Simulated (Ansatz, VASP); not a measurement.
# LiCl in VASP and in Ansatz

```xyz
2
Lattice="0.0000 2.5562 2.5562 2.5562 0.0000 2.5562 2.5562 2.5562 0.0000" Properties=species:S:1:pos:R:3 pbc="T T T"
Li    0.0000    0.0000    0.0000
Cl    2.5562    2.5562    2.5562
```

Alike in both runs: functional r2SCAN; k mesh 8 × 8 × 8; occupations gaussian, width 0.02 eV; no spin polarisation.

Ansatz relaxed the structure, and its values are those at the end. VASP's run is a single point on that final structure, the one shown.

|  | VASP | Ansatz |
| --- | --- | --- |
| version | VASP 6.6.1 | Ansatz 0.2.0 |
| potentials or method | VASP PAW PBE potentials, release 64 (Li_sv, Cl), cutoff 520 eV | scalar-relativistic, plane waves, PAW |
| valence electrons in the cell | 10 | 10 |

|  | VASP | Ansatz | Ansatz less VASP |
| --- | --- | --- | --- |
| gap on the k mesh at the Fermi level (eV) | 7.36 | 7.29 | -0.069 |
| least direct gap on the mesh (eV) | 7.36 | 7.29 | -0.069 |

VASP's potentials were made for PBE, not for r2SCAN. With one functional, cell and mesh, what is left measures potentials, basis and numerics.

Noted on VASP's run: the cutoff is short for stress, so the pressure is rough.
